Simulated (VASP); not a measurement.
Input of a VASP 6.6.1 run:

INCAR

```
SYSTEM = Pb
  PREC = Accurate
  ENCUT = 520
  EDIFF = 1E-6
  ISMEAR = -1
  SIGMA = 0.05
  LREAL = .False.
  LASPH = .True.
  NELM = 80
  ALGO = Fast
  ISIF = 2
  LWAVE = .False.
  LCHARG = .False.
  GGA = PS
  NBANDS = 21
```

File KPOINTS:

```
regular mesh
0
Gamma
  9 9 5
  0 0 0
```

The input POSCAR:

```
Pb
1.0
    2.9765770244     -1.7145891186      0.0000000000
    2.9765770244      1.7145891186      0.0000000000
   -2.0722778132      0.0000000000      5.9707976096
Pb
2
Direct
    0.9085084100      0.9085084100      0.7262922000
    0.0914915900      0.0914915900      0.2737078000
```

Potentials or basis: VASP PAW PBE potentials, release 64 (Pb_d).

Run with:

```console
$ cat potpaw_PBE.64/Pb_d/POTCAR > POTCAR
$ mpirun -np 1 vasp_std > vasp.out
```

Question: What does it give for the band gap on the k mesh?

Answer: Zero (band 14 reaches 13.59 eV, above the bottom of band 15 at 5.51 eV).

Question: Estimate the pressure.

Answer: 0.8 GPa.

Stress tensor (GPa, compression positive):
```
0.77 0.00 0.04
0.00 0.90 0.00
0.04 0.00 0.82
```

Caveat: the PAW data sets were made with another functional, which shifts forces and pressure a little; spin-orbit coupling is left out, which moves the levels of the heavy elements.
